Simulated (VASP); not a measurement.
Write the native input for VASP 6.6.1 that does the following.

```
Task                   : single point
Functional             : PBE
Potentials or basis    : VASP PAW PBE potentials, release 64 (Be, C, N)
Cutoff                 : 520 eV
k mesh                 : 12 × 12 × 10
Occupations            : gaussian, width 0.1 eV
Spin                   : no spin polarisation
Dipole correction      : no
Further INCAR settings : ALGO = Normal; EDIFF = 1e-06; NBANDS = 18
```

The structure of Be4CN lies in POSCAR:

```
Be4CN
1.0
    2.0424756778     -2.6131626368      0.0000000000
    2.0424756778      2.6131626368      0.0000000000
    0.0000000000      0.0000000000      4.1500527774
Be C N
4 1 1
Direct
    0.6802788460      0.3197211540      0.0000000000
    0.1882778030      0.8117221970      0.5000000000
    0.8117221970      0.1882778030      0.5000000000
    0.3197211540      0.6802788460      0.0000000000
    0.0000000000      0.0000000000      0.0000000000
    0.5000000000      0.5000000000      0.5000000000
```

The input as run:

INCAR

```
SYSTEM = Be4CN
PREC = Accurate ; ENCUT = 520
EDIFF = 1E-6 ; ISMEAR = 0
SIGMA = 0.1 ; LREAL = .FALSE.
LASPH = .TRUE. ; NELM = 100
ALGO = Normal ; ISIF = 2
LWAVE = .FALSE. ; LCHARG = .TRUE.
GGA = PE ; LELF = .TRUE.
LVHAR = .TRUE. ; NBANDS = 18
```

KPOINTS

```
regular mesh
0
G
  12 12 10
  0 0 0
```

Potentials or basis: VASP PAW PBE potentials, release 64 (Be, C, N).

Command:

```bash
$ cat potpaw_PBE.64/Be/POTCAR potpaw_PBE.64/C/POTCAR potpaw_PBE.64/N/POTCAR > POTCAR
$ mpirun -np 1 vasp_std > vasp.out
```

It gave:

```yaml
Pressure: 0.1 GPa
Largest_force: 0.029 eV/Å
```

Wall time 100 s on 1 thread of AMD EPYC 9R45 96-Core Processor (Zen 5), on a shared host, peak memory 0.27 GiB.
